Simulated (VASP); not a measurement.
A run of VASP 6.6.1 is set up as follows.

Contents of INCAR:

```
ALGO = Normal
EDIFF = 1E-6
ENCUT = 520
GGA = PE
ISIF = 2
ISMEAR = 0
IVDW = 12
LASPH = True
LCHARG = False
LREAL = Auto
LWAVE = False
NBANDS = 52
NELECT = 74.0
NELM = 80
PREC = Accurate
SIGMA = 0.05
```

Contents of KPOINTS:

```
k-points
0
Gamma
  2 2 2
```

The input POSCAR:

```
CuSi16
1.0
    0.0000000000      5.4300000000      5.4300000000
    5.4300000000      0.0000000000      5.4300000000
    5.4300000000      5.4300000000      0.0000000000
Si Cu
16 1
Direct
   -0.0083396869     -0.0040746777      0.0010069061
    0.0988990792      0.1313491713      0.1356666667
   -0.0040624309     -0.0032559853      0.5100447514
    0.1258616022      0.1220317680      0.6282873849
   -0.0096588398      0.5104409761      0.0012785451
    0.1235791897      0.6216998158      0.1300386740
    0.0060041436      0.4958231123      0.5020630755
    0.1260002762      0.6223393186      0.6285518416
    0.4691127072      0.0183825046     -0.0026965009
    0.6162242173      0.1176665746      0.1199356354
    0.4986825967     -0.0060087477      0.4995918048
    0.6215594843      0.1234508287      0.6292850829
    0.4955003683      0.5050272560     -0.0046508287
    0.6147089319      0.6480494475      0.1180684162
    0.4987720994      0.5079013812      0.4980328729
    0.6346391344      0.6196172192      0.6236755985
    0.6964021179      0.2766892265      0.2526787293
```

Potentials or basis: VASP PAW PBE potentials, release 64 (Si, Cu).

Launch:

```bash
$ cat potpaw_PBE.64/Si/POTCAR potpaw_PBE.64/Cu/POTCAR > POTCAR
$ mpirun -np 1 vasp_std > vasp.out
```

(1) Predict the dispersion energy per atom.

(2) Estimate the largest force.

Answers

(1) -0.334 eV.

(2) 0.070 eV/Å.

Caveat: the k points lie up to 0.50 Å⁻¹ apart; the cell carries a net charge on a neutralising background, which shifts energy and pressure.
